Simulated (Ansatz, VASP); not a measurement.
One calculation of Al2SiF2, two programs

```
Al Si F
1.0
    -1.63919    1.63919    5.91465
     1.63919   -1.63919    5.91465
     1.63919    1.63919   -5.91465
Al Si F
2 1 2
Direct
  0.62951 0.62951 0.00000
  0.37049 0.37049 0.00000
  0.00000 0.00000 0.00000
  0.75000 0.25000 0.50000
  0.25000 0.75000 0.50000
```

Change from the starting cell: species swapped into the HoCo2Si2 type (I4/mmm, No. 139).

Alike in both runs: functional PBE; k mesh 4 × 4 × 4; occupations gaussian, width 0.15 eV; no spin polarisation.

Ansatz relaxed the structure, and its values are those at the end. VASP's run is a single point on that final structure, the one shown.

```csv
,VASP,Ansatz
version,VASP 6.6.1,Ansatz 0.2.0
potentials or method,"VASP PAW PBE potentials, release 64 (Al, Si, F), cutoff 600 eV","scalar-relativistic, plane waves, PAW"
valence electrons in the cell,24,24
```

|  | VASP | Ansatz | Ansatz less VASP |
| --- | --- | --- | --- |
| gap on the k mesh at the Fermi level (eV) | none | none | - |
| pressure (GPa) | 0.0 | 0.2 | +0.19 |
| rms of the force components (eV/Å) | 0.008 | 0.009 | +0.0002 |

A gap of «none» marks a metal or a gap that the smearing closes. With one functional, cell and mesh, what is left measures potentials, basis and numerics.

The k mesh is coarse, so the values compare programs but aren't converged.
